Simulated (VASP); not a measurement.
Here is a VASP 6.6.1 calculation.

Contents of INCAR:

```
SYSTEM = Al5As
PREC = Accurate ; ENCUT = 520
EDIFF = 1E-6 ; ISMEAR = 0
SIGMA = 0.1 ; LREAL = .False.
LASPH = .True. ; NELM = 100
ALGO = Fast ; ISIF = 2
LWAVE = .False. ; LCHARG = .True.
GGA = PE ; LELF = .True.
LVHAR = .True. ; NBANDS = 19
```

The input KPOINTS:

```
Automatic mesh
0
Gamma
  12 12 6
  0 0 0
```

File POSCAR:

```
Al5As
1.0
    4.6726474009      0.0000000000      0.0000000000
   -2.3363237004      4.0466313521      0.0000000000
    0.0000000000      0.0000000000      5.6613673341
Al As
5 1
Direct
    0.3333333333      0.6666666667      0.2536658478
    0.3333333333      0.6666666667      0.7463341522
    0.6666666667      0.3333333333      0.7463341522
    0.6666666667      0.3333333333      0.2536658478
    0.0000000000      0.0000000000      0.5000000000
    0.0000000000      0.0000000000      0.0000000000
```

Potentials or basis: VASP PAW PBE potentials, release 64 (Al, As).

Launch:

```bash
$ cat potpaw_PBE.64/Al/POTCAR potpaw_PBE.64/As/POTCAR > POTCAR
$ mpirun -np 1 vasp_std > vasp.out
```

Problem. Estimate the pressure.

Solution. 0.0 GPa.

Problem. Estimate the band gap on the k mesh.

Solution. Zero (bands 10 and 11 overlap by 1.82 eV).
